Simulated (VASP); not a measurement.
A run of VASP 6.6.1:

The input INCAR:

```
ALGO     = Normal         # electronic algorithm
EDIFF    = 1E-6           # SCF threshold, eV
ENCUT    = 500            # plane-wave cutoff, eV
GGA      = PE             # functional
GGA_COMPAT= False        
ISIF     = 2              # what is computed and relaxed
ISMEAR   = 0              # smearing method
LASPH    = True           # aspherical terms in the spheres
LCHARG   = False          # write CHGCAR
LREAL    = False          # projectors in reciprocal space
LWAVE    = False          # write WAVECAR
NBANDS   = 11             # bands
NELM     = 120            # most SCF steps
PREC     = Accurate       # precision mode
SIGMA    = 0.02           # smearing width, eV
```

Contents of KPOINTS:

```
k-points
0
Gamma
  8 8 8
```

File POSCAR:

```
NaH
1.0
    0.0000000000      2.4624688420      2.4624688420
    2.4624688420      0.0000000000      2.4624688420
    2.4624688420      2.4624688420      0.0000000000
Na H
1 1
Direct
    0.0000000000      0.0000000000      0.0000000000
    0.5000000000      0.5000000000      0.5000000000
```

Potentials or basis: VASP PAW PBE potentials, release 64 (Na_pv, H).

The run is started by

```bash
$ cat potpaw_PBE.64/Na_pv/POTCAR potpaw_PBE.64/H/POTCAR > POTCAR
$ mpirun -np 1 vasp_std > vasp.out
```

Hardware: 1 thread of Intel Xeon 8259CL (shared host).

**Question.** How long does it take, and how much memory?

**Answer.** It took 16 s on 1 thread of Intel Xeon 8259CL (shared host), peak memory 0.15 GiB. Counts: scf iterations 12, k points 29.
